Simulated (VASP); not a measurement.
# H2C18O in VASP: further runs, part 2 of 4

VASP 6.6.1.

## 3. Single point, PBE

INCAR

```
SYSTEM = H2C18O
ALGO = Normal
EDIFF = 1E-7
ENCUT = 520
GGA = PE
ISIF = 2
ISMEAR = 0
LASPH = .True.
LCHARG = .False.
LREAL = Auto
LWAVE = .False.
NBANDS = 56
NELM = 100
PREC = Accurate
SIGMA = 0.05
```

KPOINTS

```
k-points
0
Gamma
  2 2 1
  0 0 0
```

POSCAR

```
H2C18O
1.0
    7.3980000000      0.0000000000      0.0000000000
   -3.6990000000      6.4068560000      0.0000000000
    0.0000000000      0.0000000000     11.0000000000
C O H
18 1 2
Direct
    0.0100820127      0.0014049012      0.0653719091
    0.2343930399      0.1135530438      0.0654330909
    0.0110102460      0.3370545553      0.0652867273
    0.2335559704      0.4483668745      0.0653598182
    0.0124432425      0.6695588289      0.0653989091
    0.2321135250      0.7793324838      0.0654409091
    0.3441723691      0.0036234621      0.0655532727
    0.5668782117      0.1149278211      0.0656984545
    0.3457137446      0.3362049966      0.0654410909
    0.5654381349      0.4461406656      0.0655600909
    0.3434277722      0.6680596536      0.0654248182
    0.5677607181      0.7802081083      0.0654313636
    0.6791560841      0.0027749960      0.0654279091
    0.8988474358      0.1127259611      0.0653150000
    0.6768462965      0.3348431742      0.0656844545
    0.9012724874      0.4469983405      0.0653830909
    0.6776679910      0.6704430379      0.0654550909
    0.9002609211      0.7817124343      0.0654253636
    0.7054189590      0.2140939331      0.3901269091
    0.6409654866      0.2724481399      0.4416071818
    0.6546840748      0.2176985092      0.3092657273
```

Potentials or basis: VASP PAW PBE potentials, release 64 (C, O, H).

Command:

```
$ cat potpaw_PBE.64/C/POTCAR potpaw_PBE.64/O/POTCAR potpaw_PBE.64/H/POTCAR > POTCAR
$ mpirun -np 1 vasp_std > vasp.out
```

OUTCAR:

```text
SYSTEM = H2C18O
   EDIFF = 1E-7
   ENCUT = 520
   GGA = PE
   ISIF = 2
   ISMEAR = 0
   LASPH = .True.
   LREAL = Auto
   NELM = 100
   PREC = Accurate

 ion  position               nearest neighbor table
   1  0.010  0.001  0.065-  18 1.41  14 1.43   2 1.44
   2  0.234  0.114  0.065-   7 1.41   9 1.43   1 1.44
   3  0.011  0.337  0.065-  16 1.41   4 1.43  14 1.44
   4  0.234  0.448  0.065-  11 1.41   3 1.43   9 1.44
   5  0.012  0.670  0.065-   6 1.41  16 1.43  18 1.44
   6  0.232  0.779  0.065-   5 1.41  11 1.43   7 1.44
[... 10 lines left out ...]
  17  0.678  0.670  0.065-  12 1.41  18 1.43  10 1.44
  18  0.900  0.782  0.065-   1 1.41  17 1.43   5 1.44
  19  0.705  0.214  0.390-  20 0.97  21 0.97
  20  0.641  0.272  0.442-  19 0.97
  21  0.655  0.218  0.309-  19 0.97

  LATTYP: Found a hexagonal cell.
 ALAT       =     7.3980000000
 C/A-ratio  =     1.4868883482

  Lattice vectors:

 A1 = (   7.3980000000,   0.0000000000,   0.0000000000)
 A2 = (  -3.6990000000,   6.4068560000,   0.0000000000)
 A3 = (   0.0000000000,   0.0000000000,  11.0000000000)

Analysis of symmetry for initial positions (statically):
=====================================================================
 Subroutine PRICEL returns:
 Original cell was already a primitive cell.

 Routine SETGRP: Setting up the symmetry group for a
 hexagonal supercell.

 Subroutine GETGRP returns: Found  1 space group operations
 (whereof  1 operations were pure point group operations)
 out of a pool of 24 trial point group operations.

The static configuration has the point symmetry C_1 .

Analysis of symmetry for dynamics (positions and initial velocities):
=====================================================================
 Subroutine PRICEL returns:
 Original cell was already a primitive cell.

 Routine SETGRP: Setting up the symmetry group for a
 hexagonal supercell.

 Subroutine GETGRP returns: Found  1 space group operations
 (whereof  1 operations were pure point group operations)
 out of a pool of 24 trial point group operations.

The dynamic configuration has the point symmetry C_1 .

 Subroutine INISYM returns: Found  1 space group operations
 (whereof  1 operations are pure point group operations),
 and found     1 'primitive' translations

----------------------------------------------------------------------------------------

                                     Primitive cell

  volume of cell :     521.3771

  direct lattice vectors                    reciprocal lattice vectors
     7.398000000  0.000000000  0.000000000     0.135171668  0.078041398  0.000000000
    -3.699000000  6.406856000  0.000000000     0.000000000  0.156082796  0.000000000
     0.000000000  0.000000000 11.000000000     0.000000000  0.000000000  0.090909091

  length of vectors
     7.398000000  7.398000054 11.000000000     0.156082797  0.156082796  0.090909091

  position of ions in fractional coordinates (direct lattice)
     0.010082013  0.001404901  0.065371909
     0.234393040  0.113553044  0.065433091
     0.011010246  0.337054555  0.065286727
     0.233555970  0.448366875  0.065359818
     0.012443242  0.669558829  0.065398909
     0.232113525  0.779332484  0.065440909
[... 64 lines left out ...]
 Found      4 irreducible k-points:

 Following reciprocal coordinates:
            Coordinates               Weight
  0.000000  0.000000  0.000000      1.000000
  0.500000 -0.000000  0.000000      1.000000
  0.000000  0.500000  0.000000      1.000000
  0.500000  0.500000  0.000000      1.000000
   k-points           NKPTS =      4   k-points in BZ     NKDIM =      4   number of bands    NBANDS=     56
   number of dos      NEDOS =    301   number of ions     NIONS =     21
   total plane-waves  NPLWV = 263424
   dimension x,y,z NGX =    56 NGY =   56 NGZ =   84
   dimension x,y,z NGXF=   112 NGYF=  112 NGZF=  168
   ions per type =              18   1   2
   NGX,Y,Z   is equivalent  to a cutoff of  12.58, 12.58, 12.70 a.u.
   NGXF,Y,Z  is equivalent  to a cutoff of  25.17, 25.17, 25.39 a.u.
 SYSTEM =  H2C18O
   PREC   = accura    normal or accurate (medium, high low for compatibility)
   ISTART =      0    job   : 0-new  1-cont  2-samecut
   ICHARG =      2    charge: 1-file 2-atom 10-const
   ISPIN  =      1    spin polarized calculation?
   LNONCOLLINEAR =      F non collinear calculations
   LSORBIT =      F    spin-orbit coupling
   LASPH  =      T    aspherical Exc in radial PAW
   ENCUT  =  520.0 eV  38.22 Ry    6.18 a.u.  13.76 13.76 20.45*2*pi/ulx,y,z
   NELM   =    100;   NELMIN=  2; NELMDL= -5     # of ELM steps
   EDIFF  = 0.1E-06   stopping-criterion for ELM
   LREAL  =      T    real-space projection
   EDIFFG = 0.1E-05   stopping-criterion for IOM
   NSW    =      0    number of steps for IOM
   IBRION =     -1    ionic relax: 0-MD 1-quasi-New 2-CG
   NFREE  =      0    steps in history (QN), initial steepest desc. (CG)
   ISIF   =      2    stress and relaxation
   ISYM   =      2    0-nonsym 1-usesym 2-fastsym
   POTIM  = 0.5000    time-step for ionic-motion
   TEBEG  =    0.0;   TEEND  =   0.0 temperature during run
   PSTRESS=    0.0 pullay stress
   NELECT =      80.0000    total number of electrons
   NUPDOWN=      -1.0000    fix difference up-down
   EMIN   =  10.00;   EMAX   =-10.00  energy-range for DOS
   EFERMI =   0.00;   METHOD = LEGACY
   ISMEAR =     0;   SIGMA  =   0.05  broadening in eV -4-tet -1-fermi 0-gaus
   EFERMI_NEDOS =   21; number of points for ismear=-14 and -15
   IALGO  =     38    algorithm
   IMIX   =      4    mixing-type and parameters
     AMIX     =   0.40;   BMIX     =  1.00
     AMIX_MAG =   1.60;   BMIX_MAG =  1.00
  volume/ion in A,a.u.               =      24.83       167.54
  Fermi-wavevector in a.u.,A,eV,Ry     =   0.876437  1.656226 10.451210  0.768142
  Thomas-Fermi vector in A             =   1.996247
   LORBIT       =      0    0 simple, 1 ext, 2 COOP (PROOUT), +10 PAW based schemes
   GGA     = PE    functional components
   LHFCALC =     F    Hartree Fock is set to
   AEXX    =    0.0000 exact exchange contribution
   IVDW    =     0    specifies the selected vdW correction
   LEPSILON=     F    determine dielectric tensor
   LRPA    =     F    only Hartree local field effects (RPA)
 non-spin polarized calculation
 Gauss-broadening in eV      SIGMA  =   0.05
  energy-cutoff  :      520.00
  volume of cell :      521.38
 maximum number of plane-waves:     14099
 NGX is ok and might be reduce to    56
   NGX = 27   NGY = 27   NGZ = 41

 number of electron      79.9999994 magnetization

 Free energy of the ion-electron system (eV)
  ---------------------------------------------------
  ext. energy  EPLUGINS =         0.00000000
  ---------------------------------------------------
  free energy    TOTEN  =      -179.88306496 eV

  energy without entropy =     -179.88281577  energy(sigma->0) =     -179.88294037

 E-fermi :  -1.4760     XC(G=0):  -4.4822

 val. band max:       -1.5788844266   @ k =   0.0000   0.0000   0.0000
 cond. band min:      -1.3719621272   @ k =   0.0000   0.0000   0.0000
 fundamental gap:      0.2069222995
 Fermi energy:        -1.4759838138

 k-point     1 :       0.0000    0.0000    0.0000
  band No.  band energies     occupation
      1     -22.2906      2.00000
      2     -20.9998      2.00000
      3     -18.4928      2.00000
      4     -18.4719      2.00000
      5     -18.4330      2.00000
      6     -18.4218      2.00000
[... 209 lines left out ...]
     51       4.2554      0.00000
     52       4.3640      0.00000
 [bands above 52 left out]

------------------------ aborting loop because EDIFF is reached ----------------------------------------

  FORCE on cell =-STRESS in cart. coord.  units (eV):
  Direction    XX          YY          ZZ          XY          YZ          ZX
  --------------------------------------------------------------------------------------
  -------------------------------------------------------------------------------------
  Total        1.5814497      1.5834420      0.0636793     -0.0058458      0.0376631     -0.0352379
  in kB        4.8597508      4.8658730      0.1956847     -0.0179639      0.1157378     -0.1082849
  external PRESSURE =       3.3071028 kB  Pullay stress =       0.0000000 kB

 VOLUME and BASIS-vectors are now :
 -----------------------------------------------------------------------------
  energy-cutoff  :      520.00
  volume of cell :      521.38
      direct lattice vectors                 reciprocal lattice vectors
     7.398000000  0.000000000  0.000000000     0.135171668  0.078041398  0.000000000
    -3.699000000  6.406856000  0.000000000     0.000000000  0.156082796  0.000000000
     0.000000000  0.000000000 11.000000000     0.000000000  0.000000000  0.090909091

 POSITION                                       TOTAL-FORCE (eV/Angst)
 -----------------------------------------------------------------------------------
      0.06939      0.00900      0.71909         0.002629     -0.006378      0.000376
      1.31401      0.72752      0.71976        -0.008458     -0.009724     -0.000335
     -1.16531      2.15946      0.71815        -0.002223     -0.004779      0.000072
      0.06934      2.87262      0.71896         0.011778      0.001749      0.000464
     -2.38464      4.28977      0.71939        -0.011713      0.002939     -0.000840
     -1.16557      4.99307      0.71985        -0.000872      0.004807     -0.000176
[... 13 lines left out ...]
      3.73408      1.74554      4.85768        -0.060871      0.042839      0.110005
      4.03809      1.39476      3.40192        -0.010357     -0.016410     -0.129189
 -----------------------------------------------------------------------------------
    total drift:                               -0.014507      0.008152      0.001802

  FREE ENERGIE OF THE ION-ELECTRON SYSTEM (eV)
  ---------------------------------------------------
  free  energy   TOTEN  =      -179.8830649612 eV

  energy  without entropy=     -179.8828157742  energy(sigma->0) =     -179.88294037
```

Wall time 3.1 min (1 thread of Intel Xeon 6975P-C (Granite Rapids), shared host); peak memory 0.59 GiB.

Results:

- Free energy: -179.8831 eV
- Largest force: 0.133 eV/Å
- Band gap on the k mesh: 0.21 eV, direct

Forces on the atoms (eV/Å):
```
C    0.003 -0.006  0.000
C   -0.008 -0.010  0.000
C   -0.002 -0.005  0.000
C    0.012  0.002  0.000
C   -0.012  0.003 -0.001
C   -0.001  0.005  0.000
C   -0.009 -0.010  0.000
C    0.008 -0.006 -0.002
C   -0.004  0.007  0.002
C    0.001  0.012  0.001
C    0.008 -0.001  0.000
C   -0.004  0.005  0.000
C   -0.007  0.004  0.000
C   -0.004  0.004 -0.001
C    0.010  0.012 -0.001
C   -0.004 -0.002 -0.001
C    0.009 -0.010  0.000
C    0.004  0.001  0.000
O    0.071 -0.028  0.021
H   -0.061  0.043  0.110
H   -0.010 -0.016 -0.129
```

Levels at points of the mesh, in eV from the valence-band top:
| k point | band 36 | band 37 | band 38 | band 39 | band 40 | band 41 | band 42 | band 43 | band 44 | band 45 |
| --- | --- | --- | --- | --- | --- | --- | --- | --- | --- | --- |
| (0.00, 0.00, 0.00) | -2.94 | -2.94 | -2.62 | -0.02 | 0.00 | 0.21 | 0.22 | 2.99 | 4.41 | 4.90 |
| (0.50, 0.00, 0.00) | -2.59 | -2.54 | -2.52 | -2.51 | -2.26 | 1.78 | 2.58 | 2.59 | 2.65 | 2.66 |
| (0.00, 0.50, 0.00) | -2.58 | -2.56 | -2.55 | -2.50 | -2.25 | 1.78 | 2.57 | 2.59 | 2.65 | 2.67 |
| (0.50, 0.50, 0.00) | -2.59 | -2.57 | -2.52 | -2.50 | -2.26 | 1.78 | 2.58 | 2.59 | 2.65 | 2.66 |

Caveat: the k points lie up to 0.49 Å⁻¹ apart.

## 4. Single point, PBE

INCAR

```
SYSTEM = H2C18O
PREC = Accurate ; ENCUT = 520
EDIFF = 1E-6 ; ISMEAR = 0
SIGMA = 0.05 ; LREAL = Auto
LASPH = .TRUE. ; NELM = 80
ALGO = Normal ; ISIF = 2
LWAVE = .FALSE. ; LCHARG = .TRUE.
GGA = PE ; LELF = .TRUE.
LVHAR = .TRUE. ; NBANDS = 56
```

KPOINTS

```
regular mesh
0
G
  2 2 1
  0 0 0
```

POSCAR

```
H2C18O
1.0
    7.3980000000      0.0000000000      0.0000000000
   -3.6990000000      6.4068560000      0.0000000000
    0.0000000000      0.0000000000     11.0000000000
C O H
18 1 2
Direct
    0.0122296308      0.0034854849      0.0650862727
    0.2348045975      0.1148216848      0.0651321818
    0.0114318582      0.3383370876      0.0648587273
    0.2356750082      0.4504284161      0.0650049091
    0.0136707252      0.6724936537      0.0650045455
    0.2333209941      0.7822732398      0.0651366364
    0.3445642558      0.0048970977      0.0652744545
    0.5689651335      0.1171092342      0.0654050909
    0.3469652797      0.3391457526      0.0650982727
    0.5666609410      0.4490258561      0.0651344545
    0.3455039113      0.6701002801      0.0651201818
    0.5681229382      0.7813788854      0.0652161818
    0.6803709799      0.0057368232      0.0653074545
    0.9001570637      0.1157096398      0.0650578182
    0.6789264211      0.3369342155      0.0651680000
    0.9016095739      0.4482196884      0.0648795455
    0.6780433485      0.6716414416      0.0651187273
    0.9023863241      0.7838064411      0.0650763636
    0.7957202593      0.2233196750      0.3911041818
    0.7156108520      0.2672590113      0.4401232727
    0.7173682219      0.1760503124      0.3157839091
```

Potentials or basis: VASP PAW PBE potentials, release 64 (C, O, H).

Command:

```
$ cat potpaw_PBE.64/C/POTCAR potpaw_PBE.64/O/POTCAR potpaw_PBE.64/H/POTCAR > POTCAR
$ mpirun -np 1 vasp_std > vasp.out
```

OUTCAR:

```text
SYSTEM = H2C18O
   PREC = Accurate
   ENCUT = 520
   EDIFF = 1E-6
   ISMEAR = 0
   LREAL = Auto
   LASPH = .TRUE.
   NELM = 80
   ISIF = 2
   GGA = PE

 ion  position               nearest neighbor table
   1  0.012  0.003  0.065-  18 1.41   2 1.43  14 1.44
   2  0.235  0.115  0.065-   7 1.41   1 1.43   9 1.44
   3  0.011  0.338  0.065-  16 1.41  14 1.43   4 1.44
   4  0.236  0.450  0.065-  11 1.41   9 1.43   3 1.44
   5  0.014  0.672  0.065-   6 1.41  18 1.43  16 1.44
   6  0.233  0.782  0.065-   5 1.41   7 1.43  11 1.44
[... 10 lines left out ...]
  17  0.678  0.672  0.065-  12 1.41  10 1.43  18 1.44
  18  0.902  0.784  0.065-   1 1.41   5 1.43  17 1.44
  19  0.796  0.223  0.391-  20 0.97  21 0.97
  20  0.716  0.267  0.440-  19 0.97
  21  0.717  0.176  0.316-  19 0.97

  LATTYP: Found a hexagonal cell.
 ALAT       =     7.3980000000
 C/A-ratio  =     1.4868883482

  Lattice vectors:

 A1 = (   7.3980000000,   0.0000000000,   0.0000000000)
 A2 = (  -3.6990000000,   6.4068560000,   0.0000000000)
 A3 = (   0.0000000000,   0.0000000000,  11.0000000000)

Analysis of symmetry for initial positions (statically):
[... 196 lines left out ...]
 Fermi energy:        -1.4521338476

 k-point     1 :       0.0000    0.0000    0.0000
  band No.  band energies     occupation
      1     -22.3193      2.00000
      2     -20.9756      2.00000
      3     -18.4667      2.00000
      4     -18.4514      2.00000
      5     -18.4085      2.00000
      6     -18.3963      2.00000
[... 209 lines left out ...]
     51       4.2865      0.00000
     52       4.4217      0.00000
 [bands above 52 left out]

------------------------ aborting loop because EDIFF is reached ----------------------------------------

  FORCE on cell =-STRESS in cart. coord.  units (eV):
  Direction    XX          YY          ZZ          XY          YZ          ZX
  --------------------------------------------------------------------------------------
  -------------------------------------------------------------------------------------
  Total        1.6065301      1.6083602      0.0371338     -0.0104712      0.0567135     -0.0368083
  in kB        4.9368222      4.9424459      0.1141112     -0.0321776      0.1742790     -0.1131110
  external PRESSURE =       3.3311264 kB  Pullay stress =       0.0000000 kB

 VOLUME and BASIS-vectors are now :
 -----------------------------------------------------------------------------
  energy-cutoff  :      520.00
  volume of cell :      521.38
      direct lattice vectors                 reciprocal lattice vectors
     7.398000000  0.000000000  0.000000000     0.135171668  0.078041398  0.000000000
    -3.699000000  6.406856000  0.000000000     0.000000000  0.156082796  0.000000000
     0.000000000  0.000000000 11.000000000     0.000000000  0.000000000  0.090909091

 POSITION                                       TOTAL-FORCE (eV/Angst)
 -----------------------------------------------------------------------------------
      0.07758      0.02233      0.71595         0.002749      0.000268      0.000482
      1.31236      0.73565      0.71645        -0.020149     -0.004588     -0.001400
     -1.16694      2.16768      0.71345        -0.003657     -0.006781     -0.000223
      0.07739      2.88583      0.71505         0.012459     -0.011749     -0.000616
     -2.38642      4.30857      0.71505        -0.019351      0.006662     -0.002047
     -1.16752      5.01191      0.71650         0.001485      0.016220      0.001177
[... 13 lines left out ...]
      4.30550      1.71229      4.84136        -0.069700      0.047196      0.100559
      4.65588      1.12793      3.47362        -0.014615     -0.049116     -0.121828
 -----------------------------------------------------------------------------------
    total drift:                               -0.003575     -0.007069      0.001328

  FREE ENERGIE OF THE ION-ELECTRON SYSTEM (eV)
  ---------------------------------------------------
  free  energy   TOTEN  =      -179.8816167566 eV

  energy  without entropy=     -179.8814036872  energy(sigma->0) =     -179.88151022
```

stdout:

```text
POSCAR found type information on POSCAR C O H
 POSCAR found :  3 types and      21 ions
 scaLAPACK will be used
 LDA part: xc-table for (Slater+PW92), standard interpolation
 POSCAR, INCAR and KPOINTS ok, starting setup
 FFT: planning ... GRIDC
 FFT: planning ... GRID_SOFT
 FFT: planning ... GRID
 WAVECAR not read
 entering main loop
```

It took 3 min on 1 thread of Intel Xeon 6975P-C (Granite Rapids), shared host; peak memory 0.59 GiB.

Results:

* Free energy: -179.8816 eV
* Largest force: 0.132 eV/Å
* Band gap on the k mesh: 0.22 eV, direct

Forces in eV/Å, atoms in the order of the input:
```
C    0.003  0.000  0.000
C   -0.020 -0.005 -0.001
C   -0.004 -0.007  0.000
C    0.012 -0.012 -0.001
C   -0.019  0.007 -0.002
C    0.001  0.016  0.001
C   -0.004 -0.017 -0.001
C    0.025 -0.014  0.003
C   -0.007  0.002  0.000
C    0.003  0.015 -0.002
C    0.009  0.011  0.002
C   -0.012  0.006  0.002
C   -0.011  0.000 -0.003
C    0.004  0.010  0.001
C    0.012  0.016  0.001
C   -0.009 -0.007  0.001
C    0.015 -0.014  0.000
C    0.003 -0.004  0.002
O    0.083  0.000  0.019
H   -0.070  0.047  0.101
H   -0.015 -0.049 -0.122
```

Levels at points of the mesh, in eV from the valence-band top:
```
           k point  band 36  band 37  band 38  band 39  band 40  band 41  band 42  band 43  band 44  band 45
(0.00, 0.00, 0.00)    -2.94    -2.94    -2.66    -0.01     0.00     0.22     0.22     2.95     4.38     4.91
(0.50, 0.00, 0.00)    -2.58    -2.55    -2.52    -2.51    -2.25     1.79     2.58     2.60     2.65     2.67
(0.00, 0.50, 0.00)    -2.57    -2.55    -2.53    -2.51    -2.25     1.78     2.58     2.60     2.65     2.68
(0.50, 0.50, 0.00)    -2.58    -2.57    -2.52    -2.50    -2.25     1.78     2.59     2.60     2.66     2.67
```

Caveat: the k points lie up to 0.49 Å⁻¹ apart.

[end of part 2 of 4]
